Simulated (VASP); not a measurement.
Set up this calculation in VASP 6.6.1, as the native input.

- Task: single point
- Functional: PBE
- Potentials or basis: VASP PAW PBE potentials, release 64 (Zn, O)
- Cutoff: 520 eV
- k mesh: 9 × 9 × 4
- Occupations: gaussian, width 0.01 eV
- Spin: no spin polarisation
- Dipole correction: no
- Further INCAR settings: ALGO = Normal; EDIFF = 1e-07; NBANDS = 26

The structure of ZnO lies in POSCAR:

```
ZnO
1.0
    3.4095222865      0.0000000000      0.0000000000
   -1.7047611432      2.9527329149      0.0000000000
    0.0000000000      0.0000000000      4.5713709669
Zn O
2 2
Direct
    0.3333333333      0.6666666667      0.2500000000
    0.6666666667      0.3333333333      0.7500000000
    0.6666666667      0.3333333333      0.2500000000
    0.3333333333      0.6666666667      0.7500000000
```

This cell differs from its parent crystal: volume changed by -3%.

The input as run:

INCAR

```
SYSTEM = ZnO
PREC = Accurate ; ENCUT = 520
EDIFF = 1E-7 ; ISMEAR = 0
SIGMA = 0.01 ; LREAL = .FALSE.
LASPH = .TRUE. ; NELM = 80
ALGO = Normal ; ISIF = 2
LWAVE = .FALSE. ; LCHARG = .TRUE.
GGA = PE ; LELF = .TRUE.
LVHAR = .TRUE. ; NBANDS = 26
```

KPOINTS

```
regular mesh
0
G
  9 9 4
  0 0 0
```

Potentials or basis: VASP PAW PBE potentials, release 64 (Zn, O).

Launch:

```bash
$ cat potpaw_PBE.64/Zn/POTCAR potpaw_PBE.64/O/POTCAR > POTCAR
$ mpirun -np 1 vasp_std > vasp.out
```

Results of the run:

```json
{
 "Pressure": "5.5 GPa",
 "Band gap on the k mesh": "1.00 eV, direct"
}
```

Run time: 46 s on 1 thread of Intel(R) Xeon(R) Platinum 8375C CPU @ 2.90GHz (Ice Lake) (shared host), peak memory 0.18 GiB.
